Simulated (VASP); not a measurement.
A run of VASP 6.6.1 is set up as follows.

INCAR

```
PREC     = Accurate       # precision mode
ENCUT    = 520            # plane-wave cutoff, eV
EDIFF    = 1E-7           # SCF threshold, eV
ISMEAR   = 0              # smearing method
SIGMA    = 0.1            # smearing width, eV
LREAL    = False          # projectors in reciprocal space
LASPH    = True           # aspherical terms in the spheres
NELM     = 80             # most SCF steps
ALGO     = Normal         # electronic algorithm
ISIF     = 2              # what is computed and relaxed
LWAVE    = False          # write WAVECAR
LCHARG   = True           # write CHGCAR
GGA      = PE             # functional
LELF     = True           # ELF
LVHAR    = True         
NBANDS   = 24             # bands
```

File KPOINTS:

```
Automatic mesh
0
Gamma
  6 6 6
```

File POSCAR:

```
Ru2S
1.0
    1.8253356224      1.0538580129      3.7383086135
   -1.8253356224      1.0538580129      3.7383086135
    0.0000000000     -2.1077160259      3.7383086135
Ru S
2 1
Direct
    0.7483709211      0.7483709211      0.7483709211
    0.2516290789      0.2516290789      0.2516290789
    0.0000000000      0.0000000000      0.0000000000
```

Potentials or basis: VASP PAW PBE potentials, release 64 (Ru_pv, S).

Command:

```sh
$ cat potpaw_PBE.64/Ru_pv/POTCAR potpaw_PBE.64/S/POTCAR > POTCAR
$ mpirun -np 1 vasp_std > vasp.out
```

Question: What does it give for the largest force?

Answer: 0.013 eV/Å.

Question: What does it give for the band gap on the k mesh?

Answer: Zero (band 17 reaches 12.68 eV, above the bottom of band 18 at 9.82 eV).

Stress tensor (GPa, compression positive):
```
 0.30  0.00  0.00
 0.00  0.30  0.00
 0.00  0.00 -0.03
```
